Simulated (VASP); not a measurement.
Write the native input for VASP 6.6.1 that does the following.

```
Task                   : single point
Functional             : r2SCAN
Potentials or basis    : VASP PAW PBE potentials, release 64 (C)
Cutoff                 : 580 eV
k mesh                 : 18 × 18 × 1
Occupations            : gaussian, width 0.1 eV
Spin                   : no spin polarisation
Dipole correction      : yes
Further INCAR settings : ALGO = Normal; EDIFF = 1e-06; NBANDS = 26
```

System: C, a slab with vacuum.

```
CELL_PARAMETERS angstrom
2.45589 0.00000 0.00000
-1.22795 2.12686 0.00000
0.00000 0.00000 46.23252
ATOMIC_POSITIONS crystal
C 0.00000 0.00000 0.38572
C 0.66667 0.33333 0.38572
C 0.00000 0.00000 0.46184
C 0.33333 0.66667 0.46184
C 0.00000 0.00000 0.53816
C 0.66667 0.33333 0.53816
C 0.00000 0.00000 0.61428
C 0.33333 0.66667 0.61428
```

These files were run (other wordings do the same):

POSCAR

```
C
1.0
    2.4558915155      0.0000000000      0.0000000000
   -1.2279457577      2.1268644413      0.0000000000
    0.0000000000      0.0000000000     46.2325182959
C
8
Direct
    0.0000000000      0.0000000000      0.3857247946
    0.6666666667      0.3333333333      0.3857213104
    0.0000000000      0.0000000000      0.4618361899
    0.3333333333      0.6666666667      0.4618383156
    0.0000000000      0.0000000000      0.5381638101
    0.6666666667      0.3333333333      0.5381616844
    0.0000000000      0.0000000000      0.6142752054
    0.3333333333      0.6666666667      0.6142786896
```

INCAR.step1

```
SYSTEM = C
PREC = Accurate
ENCUT = 580
ISMEAR = 0
SIGMA = 0.1
LREAL = .False.
LASPH = .True.
NELM = 120
LDIPOL = .True.
IDIPOL = 3
DIPOL = 0.5 0.5 0.500
NBANDS = 26
GGA = PE
ALGO = Normal
EDIFF = 1E-5
LWAVE = .True.
LCHARG = .False.
GGA_COMPAT = .False.
NELMDL = -8
```

INCAR.step2

```
SYSTEM = C
PREC = Accurate
ENCUT = 580
EDIFF = 1E-6
ISMEAR = 0
SIGMA = 0.1
LREAL = .False.
LASPH = .True.
NELM = 120
ALGO = Normal
ISIF = 2
LWAVE = .False.
LCHARG = .False.
LDIPOL = .True.
IDIPOL = 3
DIPOL = 0.5 0.5 0.500
METAGGA = R2SCAN
LMIXTAU = .True.
NBANDS = 26
ISTART = 1
GGA_COMPAT = .False.
```

KPOINTS

```
Automatic mesh
0
Gamma
  18 18 1
  0 0 0
```

Potentials or basis: VASP PAW PBE potentials, release 64 (C).

The run is started by

```bash
$ cat potpaw_PBE.64/C/POTCAR > POTCAR
$ cp INCAR.step1 INCAR
$ mpirun -np 1 vasp_std > vasp.out
$ cp INCAR.step2 INCAR
$ mpirun -np 1 vasp_std > vasp.out
```

Run time: 41 min on 1 thread of Oxide Virtual Turin-like Processor, with other jobs on the host, peak memory 0.47 GiB.
